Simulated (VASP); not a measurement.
The system is ZrC.

```
Zr C
1.0
     0.00000    2.36500    2.36500
     2.36500    0.00000    2.36500
     2.36500    2.36500    0.00000
Zr C
1 1
Cartesian
  2.3650 2.3650 2.3650
  0.0000 0.0000 0.0000
```

| Quantity | Value |
| --- | --- |
| Program | VASP 6.6.1 |
| Task | relaxation of cell and atoms |
| Functional | PBEsol |
| Dispersion | D3(BJ) |
| Potentials or basis | VASP PAW PBE potentials, release 64 (Zr_sv, C) |
| Cutoff | 600 eV |
| k mesh | 10 × 10 × 10 |
| Occupations | fermi-dirac, width 0.05 eV |
| Spin | no spin polarisation |

At the start: pressure -13.1 GPa; volume 13.23 Å³/atom.

Where does the relaxation end?

Over 4 steps the energy falls by 32.8 meV/atom and the volume is 12.46 Å³/atom (-5.8 %); space group Fm-3m (No. 225, to 0.1 Å) before and after.

Step by step:
| step | energy change (eV) | largest force (eV/Å) | pressure (GPa) | volume (Å³) |
| --- | --- | --- | --- | --- |
| 1 | 0.0000 | 0.0000 | -13.05 | 26.46 |
| 2 | 0.1415 | 0.0000 | 30.29 | 22.54 |
| 3 | -0.0656 | 0.0000 | -0.44 | 24.97 |
| 4 | -0.0656 | 0.0000 | -0.05 | 24.93 |

Final structure:
```cif
data_structure
_symmetry_space_group_name_H-M 'P 1'
_symmetry_Int_Tables_number 1
_cell_length_a 3.2790
_cell_length_b 3.2790
_cell_length_c 3.2790
_cell_angle_alpha 60.000
_cell_angle_beta 60.000
_cell_angle_gamma 60.000
_cell_volume 24.93
loop_
_atom_site_label
_atom_site_type_symbol
_atom_site_fract_x
_atom_site_fract_y
_atom_site_fract_z
_atom_site_occupancy
Zr1 Zr 0.50000 0.50000 0.50000 1
C1 C 0.00000 0.00000 0.00000 1
```

Caveat: the PAW data sets were made with another functional, which shifts forces and pressure a little.
